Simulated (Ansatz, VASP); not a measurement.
Ru: VASP beside Ansatz

```xyz
4
Lattice="1.3534 -4.6014 0.0000 1.3534 4.6014 0.0000 0.0000 0.0000 4.5763" Properties=species:S:1:pos:R:3 pbc="T T T"
Ru    1.3534    3.4341    4.4967
Ru    1.3534   -1.1673    2.3677
Ru    1.3534   -3.4341    0.0796
Ru    1.3534    1.1673    2.2086
```

Alike in both runs: functional PBEsol; k mesh 6 × 6 × 4; occupations gaussian, width 0.1 eV; no spin polarisation.

Ansatz relaxed the structure, and its values are those at the end. VASP's run is a single point on that final structure, the one shown.

|  | VASP | Ansatz |
| --- | --- | --- |
| version | VASP 6.6.1 | Ansatz 0.2.0 |
| potentials or method | VASP PAW PBE potentials, release 64 (Ru_pv), cutoff 520 eV | scalar-relativistic, plane waves, PAW |
| valence electrons in the cell | 56 | 64 |

VASP gave:

```
gap on the k mesh at the Fermi level (eV) : none
pressure (GPa)                            : 0.3
rms of the force components (eV/Å)        : 0.028
```

**Question.** What did Ansatz give for the same quantities?

**Answer.** gap on the k mesh at the Fermi level (eV): none; pressure (GPa): 0.2; rms of the force components (eV/Å): 0.006.

VASP's potentials were made for PBE, not for PBEsol. A gap of «none» marks a metal or a gap that the smearing closes. The functional is the same, so the differences come from potentials, cutoffs and numerics. VASP's potentials hold 56 valence electrons a cell and Ansatz's 64, so a difference there can come from the potentials and not from the codes.

The k mesh is coarse, so the values compare programs but aren't converged.
